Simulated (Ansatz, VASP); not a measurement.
AlPt: VASP beside Ansatz

INCAR

```
PREC = Accurate
ENCUT = 520
EDIFF = 1E-6
ISMEAR = 1
SIGMA = 0.2
LREAL = F
LASPH = T
NELM = 60
ALGO = Normal
ISIF = 2
LWAVE = F
LCHARG = F
GGA = CA
NBANDS = 14
```

The input KPOINTS:

```
Automatic mesh
0
Gamma
  7 7 7
```

Contents of POSCAR:

```
AlPt
1.0
    3.0915460000      0.0000000000      0.0000000000
    0.0000000000      3.0915460000      0.0000000000
    0.0000000000      0.0000000000      3.0915460000
Al Pt
1 1
Direct
    0.0000000000      0.0000000000      0.0000000000
    0.5000000000      0.5000000000      0.5000000000
```

Input for Ansatz:

```yaml
crystal:
  lattice:
    - [3.091546, 0.0, 0.0]
    - [0.0, 3.091546, 0.0]
    - [0.0, 0.0, 3.091546]
  atoms:
    - { symbol: Al, position: [0.0, 0.0, 0.0] }
    - { symbol: Pt, position: [0.5, 0.5, 0.5] }
accuracy: low
basis:
  ecutwfc: 476.19925930478996
kpoints:
  mp_grid:
    grid: [7, 7, 7]
hamiltonian:
  xc: lda
scf:
  self_checks: high
  occupations:
    method: cold
    width: 0.2
output:
  forces: true
  stress: true
```

Alike in both runs: task single point; functional LDA; k mesh 7 × 7 × 7; no spin polarisation.

```csv
,VASP,Ansatz
version,VASP 6.6.1,Ansatz 0.2.0
potentials or method,"VASP PAW LDA potentials, release 64 (Al, Pt), cutoff 520 eV","plane waves, PAW"
occupations,"methfessel-paxton of order 1, width 0.2 eV","cold, width 0.2 eV"
valence electrons in the cell,13,21
```

```csv
,VASP,Ansatz,Ansatz less VASP
gap on the k mesh at the Fermi level (eV),none,none,-
pressure (GPa),-9.5,-10.0,-0.53
```

LDA's correlation is that of Perdew and Zunger in VASP and of Perdew and Wang (1992) in Ansatz. A gap of «none» marks a metal or a gap that the smearing closes. VASP's potentials hold 13 valence electrons a cell and Ansatz's 21, so a difference there can come from the potentials and not from the codes.

Neither program's run includes spin-orbit coupling.
